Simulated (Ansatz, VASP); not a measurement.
One calculation of C, two programs

Contents of POSCAR:

```
C
1.0
    0.0000000000      1.7834000000      1.7834000000
    1.7834000000      0.0000000000      1.7834000000
    1.7834000000      1.7834000000      0.0000000000
C
2
Direct
    0.6261635079      0.3738364921      0.3738364921
    0.7500000000      0.7500000000      0.7500000000
```

INCAR.step1

```
PREC     = Accurate       # precision mode
ENCUT    = 520            # plane-wave cutoff, eV
ISMEAR   = 0              # smearing method
SIGMA    = 0.05           # smearing width, eV
LREAL    = F              # projectors in reciprocal space
LASPH    = T              # aspherical terms in the spheres
NELM     = 60             # most SCF steps
NBANDS   = 11             # bands
GGA      = PE             # functional
ALGO     = Normal         # electronic algorithm
EDIFF    = 1E-4           # SCF threshold, eV
LWAVE    = T              # write WAVECAR
LCHARG   = F              # write CHGCAR
```

The input INCAR.step2:

```
PREC     = Accurate       # precision mode
ENCUT    = 520            # plane-wave cutoff, eV
EDIFF    = 1E-7           # SCF threshold, eV
ISMEAR   = 0              # smearing method
SIGMA    = 0.05           # smearing width, eV
LREAL    = F              # projectors in reciprocal space
LASPH    = T              # aspherical terms in the spheres
NELM     = 60             # most SCF steps
ALGO     = Normal         # electronic algorithm
ISIF     = 2              # what is computed and relaxed
LWAVE    = F              # write WAVECAR
LCHARG   = T              # write CHGCAR
METAGGA  = R2SCAN         # meta-GGA
LMIXTAU  = T            
LELF     = T              # ELF
LVHAR    = T            
NBANDS   = 11             # bands
ISTART   = 1
```

Contents of KPOINTS:

```
regular mesh
0
Gamma
  12 12 12
```

Input for Ansatz:

```yaml
crystal:
  lattice:
    - [0.0, 1.7834, 1.7834]
    - [1.7834, 0.0, 1.7834]
    - [1.7834, 1.7834, 0.0]
  atoms:
    - { symbol: C, position: [0.6261635079, 0.3738364921, 0.3738364921] }
    - { symbol: C, position: [0.75, 0.75, 0.75] }
basis:
  ecutwfc: 500
kpoints:
  mp_grid: { grid: [12, 12, 12] }
hamiltonian:
  xc: r2scan
scf:
  occupations: { method: gaussian, width: 0.05 }
output:
  forces: true
  stress: true
  eigenvalues: true
```

Alike in both runs: task single point; functional r2SCAN; k mesh 12 × 12 × 12; occupations gaussian, width 0.05 eV; no spin polarisation.

```csv
,VASP,Ansatz
version,VASP 6.6.1,Ansatz 0.2.0
potentials or method,"VASP PAW PBE potentials, release 64 (C), cutoff 520 eV","scalar-relativistic, plane waves, PAW"
valence electrons in the cell,8,8
```

VASP gave:

* gap on the k mesh at the Fermi level (eV): none
* rms of the force components (eV/Å): 5.232

Q: Estimate Ansatz's values.

A: gap on the k mesh at the Fermi level (eV): none; rms of the force components (eV/Å): 5.238.

VASP's potentials were made for PBE, not for r2SCAN. Atom by atom the forces differ by 0.006 eV/Å (rms over components). A gap of «none» marks a metal or a gap that the smearing closes. With one functional, cell and mesh, what is left measures potentials, basis and numerics.
